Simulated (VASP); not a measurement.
Here is a VASP 6.6.1 calculation.

INCAR

```
  ALGO = Normal
  EDIFF = 1E-6
  ENCUT = 520
  GGA = PS
  ISIF = 2
  ISMEAR = 1
  LASPH = T
  LCHARG = T
  LELF = T
  LREAL = F
  LVHAR = T
  LWAVE = F
  NBANDS = 14
  NELM = 100
  PREC = Accurate
  SIGMA = 0.005
```

File KPOINTS:

```
k-points
0
Gamma
  10 10 10
```

File POSCAR:

```
MgTl
1.0
    3.4366891645      0.0000000000      0.0000000000
    0.0000000000      3.4366891645      0.0000000000
    0.0000000000      0.0000000000      3.4366891645
Mg Tl
1 1
Direct
    0.0000000000      0.0000000000      0.0000000000
    0.5000000000      0.5000000000      0.5000000000
```

Potentials or basis: VASP PAW PBE potentials, release 64 (Mg, Tl_d).

Command:

```bash
$ cat potpaw_PBE.64/Mg/POTCAR potpaw_PBE.64/Tl_d/POTCAR > POTCAR
$ mpirun -np 1 vasp_std > vasp.out
```

(1) What does it give for the pressure?

Results:

(1) 8.7 GPa.

Caveat: the PAW data sets were made with another functional, which shifts forces and pressure a little.
